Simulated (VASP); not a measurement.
# Ge (I4_122) in VASP: a series of runs, part 2 of 2

VASP 6.6.1. Earlier steps stand in the parts before.

## Step 4: Relaxation of cell and atoms, PBE

Input file INCAR:

```
SYSTEM = Ge
PREC = Accurate
ENCUT = 600
EDIFF = 1E-6
ISMEAR = 0
SIGMA = 0.1
LREAL = .FALSE.
LASPH = .TRUE.
NELM = 80
ALGO = Normal
ISIF = 3
LWAVE = .FALSE.
LCHARG = .FALSE.
GGA = PE
IBRION = 2
NSW = 90
EDIFFG = -0.04
```

Input file KPOINTS:

```
regular mesh
0
G
  6 6 6
  0 0 0
```

Input file POSCAR:

```
Ge
1.0
   -3.6029806600      3.6029806600      2.1545889800
    3.6029806600     -3.6029806600      2.1545889800
    3.6029806600      3.6029806600     -2.1545889800
Ge
6
Direct
    0.5000000000      0.5000000000      0.0000000000
    0.2500000000      0.7500000000      0.5000000000
    0.8251750700      0.6250000000      0.7001750700
    0.9248249300      0.1250000000      0.2998249300
    0.3750000000      0.1748249300      0.2998249300
    0.8750000000      0.0751750700      0.7001750700
```

Potentials or basis: VASP PAW PBE potentials, release 64 (Ge_d).

Started as:

```
$ cat potpaw_PBE.64/Ge_d/POTCAR > POTCAR
$ mpirun -np 1 vasp_std > vasp.out
```

OUTCAR:

```text
SYSTEM = Ge
   PREC = Accurate
   ENCUT = 600
   EDIFF = 1E-6
   ISMEAR = 0
   LREAL = .FALSE.
   LASPH = .TRUE.
   NELM = 80
   ISIF = 3
   GGA = PE
   IBRION = 2
   NSW = 90
   EDIFFG = -0.04

 ion  position               nearest neighbor table
   1  0.500  0.500  0.000-   4 2.45   6 2.45   5 2.45   3 2.45
   2  0.250  0.750  0.500-   6 2.45   3 2.45   5 2.45   4 2.45
   3  0.825  0.625  0.700-   5 2.31   6 2.31   1 2.45   2 2.45
   4  0.925  0.125  0.300-   5 2.31   6 2.31   1 2.45   2 2.45
   5  0.375  0.175  0.300-   3 2.31   4 2.31   1 2.45   2 2.45
   6  0.875  0.075  0.700-   3 2.31   4 2.31   1 2.45   2 2.45

  LATTYP: Found a body centered tetragonal cell.
 ALAT       =     7.2059613200
 C/A-ratio  =     0.5980018166

  Lattice vectors:

 A1 = (  -3.6029806600,   3.6029806600,   2.1545889800)
 A2 = (   3.6029806600,  -3.6029806600,   2.1545889800)
 A3 = (   3.6029806600,   3.6029806600,  -2.1545889800)

Analysis of symmetry for initial positions (statically):
=====================================================================
 Subroutine PRICEL returns:
 Original cell was already a primitive cell.

 Routine SETGRP: Setting up the symmetry group for a
 body centered tetragonal supercell.

 Subroutine GETGRP returns: Found  8 space group operations
 (whereof  4 operations were pure point group operations)
 out of a pool of 16 trial point group operations.

The static configuration has the point symmetry D_2 .
 The point group associated with its full space group is D_4 .

Analysis of symmetry for dynamics (positions and initial velocities):
=====================================================================
 Subroutine PRICEL returns:
 Original cell was already a primitive cell.

 Routine SETGRP: Setting up the symmetry group for a
 body centered tetragonal supercell.

 Subroutine GETGRP returns: Found  8 space group operations
 (whereof  4 operations were pure point group operations)
 out of a pool of 16 trial point group operations.

The dynamic configuration has the point symmetry D_2 .
 The point group associated with its full space group is D_4 .

 Subroutine INISYM returns: Found  8 space group operations
 (whereof  4 operations are pure point group operations),
 and found     1 'primitive' translations

----------------------------------------------------------------------------------------

                                     Primitive cell

  volume of cell :     111.8789

  direct lattice vectors                    reciprocal lattice vectors
    -3.602980660  3.602980660  2.154588980     0.000000000  0.138773989  0.232062822
     3.602980660 -3.602980660  2.154588980     0.138773989  0.000000000  0.232062822
     3.602980660  3.602980660 -2.154588980     0.138773989  0.138773989  0.000000000

  length of vectors
     5.532196033  5.532196033  5.532196033     0.270391149  0.270391149  0.196256058

  position of ions in fractional coordinates (direct lattice)
     0.500000000  0.500000000  0.000000000
     0.250000000  0.750000000  0.500000000
     0.825175070  0.625000000  0.700175070
     0.924824930  0.125000000  0.299824930
     0.375000000  0.174824930  0.299824930
     0.875000000  0.075175070  0.700175070
[... 69 lines left out ...]
   NGX,Y,Z   is equivalent  to a cutoff of  14.42, 14.42, 14.42 a.u.
   NGXF,Y,Z  is equivalent  to a cutoff of  28.85, 28.85, 28.85 a.u.
 SYSTEM =  Ge
   PREC   = accura    normal or accurate (medium, high low for compatibility)
   ISTART =      0    job   : 0-new  1-cont  2-samecut
   ICHARG =      2    charge: 1-file 2-atom 10-const
   ISPIN  =      1    spin polarized calculation?
   LNONCOLLINEAR =      F non collinear calculations
   LSORBIT =      F    spin-orbit coupling
   LASPH  =      T    aspherical Exc in radial PAW
   ENCUT  =  600.0 eV  44.10 Ry    6.64 a.u.  11.05 11.05 11.05*2*pi/ulx,y,z
   NELM   =     80;   NELMIN=  2; NELMDL= -5     # of ELM steps
   EDIFF  = 0.1E-05   stopping-criterion for ELM
   LREAL  =      F    real-space projection
   EDIFFG = -.4E-01   stopping-criterion for IOM
   NSW    =     90    number of steps for IOM
   IBRION =      2    ionic relax: 0-MD 1-quasi-New 2-CG
   NFREE  =      1    steps in history (QN), initial steepest desc. (CG)
   ISIF   =      3    stress and relaxation
   ISYM   =      2    0-nonsym 1-usesym 2-fastsym
   POTIM  = 0.5000    time-step for ionic-motion
   TEBEG  =    0.0;   TEEND  =   0.0 temperature during run
   PSTRESS=    0.0 pullay stress
   NELECT =      84.0000    total number of electrons
   NUPDOWN=      -1.0000    fix difference up-down
   EMIN   =  10.00;   EMAX   =-10.00  energy-range for DOS
   EFERMI =   0.00;   METHOD = LEGACY
   ISMEAR =     0;   SIGMA  =   0.10  broadening in eV -4-tet -1-fermi 0-gaus
   EFERMI_NEDOS =   21; number of points for ismear=-14 and -15
   IALGO  =     38    algorithm
   IMIX   =      4    mixing-type and parameters
     AMIX     =   0.40;   BMIX     =  1.00
     AMIX_MAG =   1.60;   BMIX_MAG =  1.00
  volume/ion in A,a.u.               =      18.65       125.83
  Fermi-wavevector in a.u.,A,eV,Ry     =   1.487939  2.811797 30.122793  2.213963
  Thomas-Fermi vector in A             =   2.601037
   LORBIT       =      0    0 simple, 1 ext, 2 COOP (PROOUT), +10 PAW based schemes
   GGA     = PE    functional components
   LHFCALC =     F    Hartree Fock is set to
   AEXX    =    0.0000 exact exchange contribution
   IVDW    =     0    specifies the selected vdW correction
   LEPSILON=     F    determine dielectric tensor
   LRPA    =     F    only Hartree local field effects (RPA)
 conjugate gradient relaxation of ions
 non-spin polarized calculation
 Gauss-broadening in eV      SIGMA  =   0.10
  energy-cutoff  :      600.00
  volume of cell :      111.88
 maximum number of plane-waves:      3772
 NGX is ok and might be reduce to    48
   NGX = 23   NGY = 23   NGZ = 23

--------------------------------------- Ionic step        1  -------------------------------------------

 number of electron      83.9999978 magnetization

 Free energy of the ion-electron system (eV)
  ---------------------------------------------------
  ext. energy  EPLUGINS =         0.00000000
  ---------------------------------------------------
  free energy    TOTEN  =       -23.96411621 eV

  energy without entropy =      -23.95629766  energy(sigma->0) =      -23.96020694

------------------------ aborting loop because EDIFF is reached ----------------------------------------

  FORCE on cell =-STRESS in cart. coord.  units (eV):
  Direction    XX          YY          ZZ          XY          YZ          ZX
  --------------------------------------------------------------------------------------
  -------------------------------------------------------------------------------------
  Total       13.1622192     13.1622192     11.4371433      0.0000000      0.0000000      0.0000000
  in kB      188.4913449    188.4913449    163.7871623      0.0000000      0.0000000      0.0000000
  external PRESSURE =     180.2566174 kB  Pullay stress =       0.0000000 kB
[... 27 lines left out ...]
--------------------------------------- Ionic step        2  -------------------------------------------

 number of electron      84.0000008 magnetization

 E-fermi :   3.7171     XC(G=0):  -9.7109

 val. band max:        3.7092383147   @ k =  -0.3333   0.3333   0.3333
 cond. band min:       3.7696237321   @ k =   0.1667   0.1667   0.0000
 fundamental gap:      0.0603854174
 Fermi energy:         3.7170923030

 k-point     1 :       0.0000    0.0000    0.0000
  band No.  band energies     occupation
      1     -20.8863      2.00000
      2     -20.8863      2.00000
      3     -20.8631      2.00000
      4     -20.8610      2.00000
      5     -20.8579      2.00000
      6     -20.8579      2.00000
[... 1336 lines left out ...]
  FREE ENERGIE OF THE ION-ELECTRON SYSTEM (eV)
  ---------------------------------------------------
  free  energy   TOTEN  =       -25.2572542347 eV

  energy  without entropy=      -25.2487761773  energy(sigma->0) =      -25.25301521

[... ionic steps 4 to 8 ...]

--------------------------------------- Ionic step        9  -------------------------------------------

 number of electron      83.9999989 magnetization

------------------------ aborting loop because EDIFF is reached ----------------------------------------
[... 75 lines left out ...]
--------------------------------------- Ionic step       11  -------------------------------------------

 number of electron      83.9999991 magnetization

 Free energy of the ion-electron system (eV)
  ---------------------------------------------------
  ext. energy  EPLUGINS =         0.00000000
  ---------------------------------------------------
  free energy    TOTEN  =       -25.29025519 eV

  energy without entropy =      -25.28222671  energy(sigma->0) =      -25.28624095

 E-fermi :   4.9396     XC(G=0): -10.3452

 val. band max:        4.9206162116   @ k =   0.5000   0.0000  -0.0000
 cond. band min:       4.9495803706   @ k =  -0.3333   0.3333   0.1667
 fundamental gap:      0.0289641590
 Fermi energy:         4.9395792956

 k-point     1 :       0.0000    0.0000    0.0000
  band No.  band energies     occupation
      1     -19.7746      2.00000
      2     -19.7746      2.00000
      3     -19.7360      2.00000
      4     -19.7284      2.00000
      5     -19.7175      2.00000
      6     -19.7175      2.00000
[... 1296 lines left out ...]
  FREE ENERGIE OF THE ION-ELECTRON SYSTEM (eV)
  ---------------------------------------------------
  free  energy   TOTEN  =       -25.2902551950 eV

  energy  without entropy=      -25.2822267104  energy(sigma->0) =      -25.28624095

 reached required accuracy - stopping structural energy minimisation
```

CONTCAR:

```text
Ge
   1.00000000000000
    -3.7752718829104190    3.7752718829104190    2.2974864327959454
     3.7752718829104190   -3.7752718829104190    2.2974864327959454
     3.7752718829104190    3.7752718829104190   -2.2974864327959454
  Ge
     6
Direct
     0.5000000000000000    0.5000000000000000    1.0000000000000000
     0.2500000000000000    0.7500000000000000    0.5000000000000000
     0.8448794788856870    0.6250000000000000    0.7198794788856870
     0.9051205211143130    0.1250000000000000    0.2801205211143129
     0.3750000000000000    0.1551205211143130    0.2801205211143129
     0.8750000000000000    0.0948794788856871    0.7198794788856870

  0.00000000E+00  0.00000000E+00  0.00000000E+00
  0.00000000E+00  0.00000000E+00  0.00000000E+00
  0.00000000E+00  0.00000000E+00  0.00000000E+00
  0.00000000E+00  0.00000000E+00  0.00000000E+00
  0.00000000E+00  0.00000000E+00  0.00000000E+00
  0.00000000E+00  0.00000000E+00  0.00000000E+00
```

Wall time 45 min (1 thread of Intel Xeon 8259CL, shared host); peak memory 0.42 GiB.

What came out:

| Quantity | Value |
| --- | --- |
| Free energy | -25.2903 eV |
| Relaxed volume | 21.83 Å³/atom |
| Relaxed cell | a = 5.812 Å, b = 5.812 Å, c = 5.812 Å, α = 98.99°, β = 98.99°, γ = 133.43° |
| Space group after relaxing (to 0.1 Å) | I4_122 (No. 98) |
| Energy gained by relaxing | 221.0 meV/atom |
| Ionic steps | 11 |
| Pressure after relaxing | -0.1 GPa |
| Largest force after relaxing | 0.009 eV/Å |
| Band gap on the k mesh | zero (bands 42 and 43 overlap by 2.48 eV) |

Forces on the atoms (eV/Å):
```
Ge   0.000  0.000  0.000
Ge   0.000  0.000  0.000
Ge   0.000  0.009  0.000
Ge   0.000 -0.009  0.000
Ge  -0.009  0.000  0.000
Ge   0.009  0.000  0.000
```

Stress tensor (GPa, compression positive):
```
-0.04  0.00  0.00
 0.00 -0.04  0.00
 0.00  0.00 -0.17
```

The path:
```
step  energy change (eV)  largest force (eV/Å)  pressure (GPa)  volume (Å³)
   1              0.0000                2.0361           18.03       111.88
   2             -1.0052                0.1924           -5.17       149.39
   3             -1.2931                0.1931           -0.35       134.56
   4             -1.2929                0.2137           -0.18       134.08
   5             -1.3003                0.1781           -0.05       133.39
   6             -1.3103                0.0925            0.46       131.32
   7             -1.3172                0.0536            0.10       131.89
   8             -1.3206                0.0172           -0.33       132.51
   9             -1.3209                0.0052           -0.53       132.73
  10             -1.3249                0.0058           -0.30       131.83
  11             -1.3261                0.0095           -0.09       130.98
```

Final structure:
```
CELL_PARAMETERS angstrom
-3.77527 3.77527 2.29749
3.77527 -3.77527 2.29749
3.77527 3.77527 -2.29749
ATOMIC_POSITIONS crystal
Ge 0.50000 0.50000 0.00000
Ge 0.25000 0.75000 0.50000
Ge 0.84488 0.62500 0.71988
Ge 0.90512 0.12500 0.28012
Ge 0.37500 0.15512 0.28012
Ge 0.87500 0.09488 0.71988
```

Levels at points of the mesh, in eV from the Fermi level:
```tsv
k point	band 40	band 41	band 42	band 43	band 44	band 45
(0.00, 0.00, 0.00)	-1.80	-1.80	-1.64	-1.64	1.00	1.00
(0.50, 0.00, 0.00)	-1.65	-1.09	-0.02	1.00	1.53	1.70
(0.50, 0.50, 0.00)	-2.58	-0.27	0.78	0.80	1.17	1.85
(0.50, 0.50, 0.50)	-0.97	-0.09	0.84	1.06	1.19	1.19
```

Caveat: the volume moved by over 15 % at a fixed basis, so the end points are rough.

## Step 5: Single point, PBE

This run uses another cell than the first one, of 21.85 Å³/atom.

Input file INCAR:

```
SYSTEM = Ge
ALGO = Normal
EDIFF = 1E-6
ENCUT = 520
GGA = PE
ISIF = 2
ISMEAR = 0
LASPH = .True.
LCHARG = .True.
LELF = .True.
LREAL = .False.
LVHAR = .True.
LWAVE = .False.
NBANDS = 51
NELM = 100
PREC = Accurate
SIGMA = 0.1
```

Input file KPOINTS:

```
k-points
0
Gamma
  10 10 10
  0 0 0
```

Input file POSCAR:

```
Ge
1.0
   -3.7787323105      3.7787323105      2.2958718631
    3.7787323105     -3.7787323105      2.2958718631
    3.7787323105      3.7787323105     -2.2958718631
Ge
6
Direct
    0.5000000000      0.5000000000      0.0000000000
    0.2500000000      0.7500000000      0.5000000000
    0.8450221665      0.6250000000      0.7200221665
    0.9049778335      0.1250000000      0.2799778335
    0.3750000000      0.1549778335      0.2799778335
    0.8750000000      0.0950221665      0.7200221665
```

Potentials or basis: VASP PAW PBE potentials, release 64 (Ge_d).

Started as:

```
$ cat potpaw_PBE.64/Ge_d/POTCAR > POTCAR
$ mpirun -np 1 vasp_std > vasp.out
```

OUTCAR:

```text
SYSTEM = Ge
   EDIFF = 1E-6
   ENCUT = 520
   GGA = PE
   ISIF = 2
   ISMEAR = 0
   LASPH = .True.
   LREAL = .False.
   NELM = 100
   PREC = Accurate

 ion  position               nearest neighbor table
   1  0.500  0.500  0.000-   4 2.57   6 2.57   5 2.57   3 2.57
   2  0.250  0.750  0.500-   6 2.57   4 2.57   5 2.57   3 2.57
   3  0.845  0.625  0.720-   1 2.57   2 2.57   5 2.62   6 2.62
   4  0.905  0.125  0.280-   2 2.57   1 2.57   6 2.62   5 2.62
   5  0.375  0.155  0.280-   1 2.57   2 2.57   3 2.62   4 2.62
[... 1507 lines left out ...]
  -------------------------------------------------------------------------------------
  Total        0.0199091      0.0199091     -0.0044087      0.0000000      0.0000000      0.0000000
  in kB        0.2432553      0.2432553     -0.0538672      0.0000000      0.0000000      0.0000000
  external PRESSURE =       0.1442144 kB  Pullay stress =       0.0000000 kB

 VOLUME and BASIS-vectors are now :
 -----------------------------------------------------------------------------
  energy-cutoff  :      520.00
  volume of cell :      131.13
      direct lattice vectors                 reciprocal lattice vectors
    -3.778732311  3.778732311  2.295871863     0.000000000  0.132319508  0.217782189
     3.778732311 -3.778732311  2.295871863     0.132319508  0.000000000  0.217782189
     3.778732311  3.778732311 -2.295871863     0.132319508  0.132319508  0.000000000

 POSITION                                       TOTAL-FORCE (eV/Angst)
 -----------------------------------------------------------------------------------
      0.00000      0.00000      2.29587         0.000000      0.000000     -0.000000
      3.77873      0.00000      1.14794         0.000000     -0.000000     -0.000000
      1.88937      3.55218      1.72190         0.000000     -0.004257      0.000000
     -1.88937      4.00529      1.72190         0.000000      0.004257      0.000000
      0.22656      1.88937      0.57397         0.004257     -0.000000      0.000000
     -0.22656      5.66810      0.57397        -0.004257      0.000000      0.000000
 -----------------------------------------------------------------------------------
    total drift:                               -0.000000      0.000000      0.000000

  FREE ENERGIE OF THE ION-ELECTRON SYSTEM (eV)
  ---------------------------------------------------
  free  energy   TOTEN  =       -25.2729177633 eV

  energy  without entropy=      -25.2637091391  energy(sigma->0) =      -25.26831345
```

It took 23 min on 1 thread of Oxide Virtual Turin-like, shared host; peak memory 0.58 GiB.

What came out:

* Free energy: -25.2729 eV
* Pressure: 0.0 GPa
* Largest force: 0.004 eV/Å
* Band gap on the k mesh: zero (bands 42 and 43 overlap by 2.54 eV)

Forces in eV/Å, atoms in the order of the input:
```
Ge   0.000  0.000  0.000
Ge   0.000  0.000  0.000
Ge   0.000 -0.004  0.000
Ge   0.000  0.004  0.000
Ge   0.004  0.000  0.000
Ge  -0.004  0.000  0.000
```

## Step 6: Summary

| task | cell | k mesh | cutoff (eV) | gap on the mesh (eV) | pressure (GPa) | largest force (eV/Å) |
| --- | --- | --- | --- | --- | --- | --- |
| single point | a = 5.532 Å, angles 98.7, 98.7, 134.2°, 6 atoms, atomic positions A | 6 × 6 × 6 | 520 | none | 18.1 | 2.04 |
| single point | a = 5.796 Å, angles 99.0, 99.0, 133.3°, 6 atoms, atomic positions B | 6 × 6 × 6 | 520 | none | 0.3 | 0.02 |
| relaxation of cell and atoms | relaxed from a = 5.532 Å, angles 98.7, 98.7, 134.2°, 6 atoms, atomic positions A | 6 × 6 × 6 | 600 | none | -0.1 | 0.01 |
| single point | a = 5.816 Å, angles 99.0, 99.0, 133.5°, 6 atoms, atomic positions C | 10 × 10 × 10 | 520 | none | 0.0 | - |

Alike in all rows: level PBE; potentials or basis VASP PAW PBE potentials, release 64 (Ge_d); no spin polarisation; smearing gaussian 0.1 eV.

Caveats: the cell stands under pressure (at least some runs); forces of over 1 eV/Å act on the atoms, so gaps and moduli don't describe the material at rest (at least some runs); the volume moved by over 15 % at a fixed basis, so the end points are rough (at least some runs).

Absolute energies hang on the potentials; compare differences alone.

The gap in the log of VASP goes by the Fermi energy; the results here count the filled bands.